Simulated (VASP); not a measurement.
## InAs: elastic constants with PBE

The system is InAs.

```
In As
1.0
     0.00000    3.01800    3.01800
     3.01800    0.00000    3.01800
     3.01800    3.01800    0.00000
In As
1 1
Cartesian
  0.0000 0.0000 0.0000
  4.5270 4.5270 4.5270
```

```yaml
Program: VASP 6.6.1
Task: elastic constants
Functional: PBE
Potentials_or_basis: VASP PAW PBE potentials, release 64 (In_d, As)
Cutoff: 600 eV
k_mesh: 6 × 6 × 6
Occupations: fermi-dirac, width 0.05 eV
Spin: no spin polarisation
Dipole_correction: no
Ions_in_elastic_constants: relaxed
Further_INCAR_settings: ALGO = Normal; EDIFF = 1e-08; IBRION = 6; POTIM = 0.015; NSW = 1; ISIF = 3
```

The elastic constants C11, C12, C44 are 84, 54, 32 GPa and the voigt bulk modulus is 64 GPa. The highest phonon frequency at Γ, LO-TO splitting left out is 217 cm⁻¹.

Phonon frequencies in cm⁻¹ (negative: imaginary):
| q point | frequencies |
| --- | --- |
| (0.000, 0.000, 0.000) | 0 0 0 217 217 217 |

Elastic tensor in Voigt notation (GPa, in the Cartesian axes of the cell as first typed):
```
84 54 54  0  0  0
54 84 54  0  0  0
54 54 84  0  0  0
 0  0  0 32  0  0
 0  0  0  0 32  0
 0  0  0  0  0 32
```

Clamped-ion elastic tensor (GPa):
```
84 54 54  0  0  0
54 84 54  0  0  0
54 54 84  0  0  0
 0  0  0 64  0  0
 0  0  0  0 64  0
 0  0  0  0  0 64
```

Wall time 4.2 min on 1 thread of Intel(R) Xeon(R) 6975P-C (Granite Rapids) (shared host), peak memory 0.28 GiB.

Caveat: the cell is under stress, which shifts elastic constants.
